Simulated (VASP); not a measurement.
Li:

```
Li
1.0
     3.99152    0.00000    0.00000
     0.00000    3.99152    0.00000
     0.00000    0.00000    3.99152
Li
3
Direct
  0.50000 0.00000 0.00000
  0.00000 0.50000 0.00000
  0.00000 0.00000 0.50000
```

| Item | Value |
| --- | --- |
| Program | VASP 6.6.1 |
| Task | relaxation of cell and atoms |
| Functional | PBE |
| Potentials or basis | VASP PAW PBE potentials, release 64 (Li_sv) |
| Cutoff | 600 eV |
| k mesh | 4 × 4 × 4 |
| Occupations | gaussian, width 0.1 eV |
| Spin | no spin polarisation |

At the start: pressure 0.8 GPa; volume 21.20 Å³/atom.

Q: Where does the relaxation end?

A: Over 3 steps the energy falls by 3.8 meV/atom and the volume is 22.57 Å³/atom (+6.5 %); space group Pm-3m (No. 221, to 0.05 Å).

The path:
```tsv
step	energy change (eV)	largest force (eV/Å)	pressure (GPa)	volume (Å³)
1	0.0000	0.0000	0.83	63.59
2	-0.0046	0.0000	0.63	64.61
3	-0.0114	0.0000	0.09	67.71
```

Final structure:
```cif
data_structure
_symmetry_space_group_name_H-M 'P 1'
_symmetry_Int_Tables_number 1
_cell_length_a 4.0759
_cell_length_b 4.0759
_cell_length_c 4.0759
_cell_angle_alpha 90.000
_cell_angle_beta 90.000
_cell_angle_gamma 90.000
_cell_volume 67.71
loop_
_atom_site_label
_atom_site_type_symbol
_atom_site_fract_x
_atom_site_fract_y
_atom_site_fract_z
_atom_site_occupancy
Li1 Li 0.50000 0.00000 0.00000 1
Li2 Li 0.00000 0.50000 0.00000 1
Li3 Li 0.00000 0.00000 0.50000 1
```

Caveat: the k points lie up to 0.39 Å⁻¹ apart in the final cell; the cutoff is under 1.25 times the usual one of these potentials, so pressure, stress and relaxed cells hold a basis-set (Pulay) error.
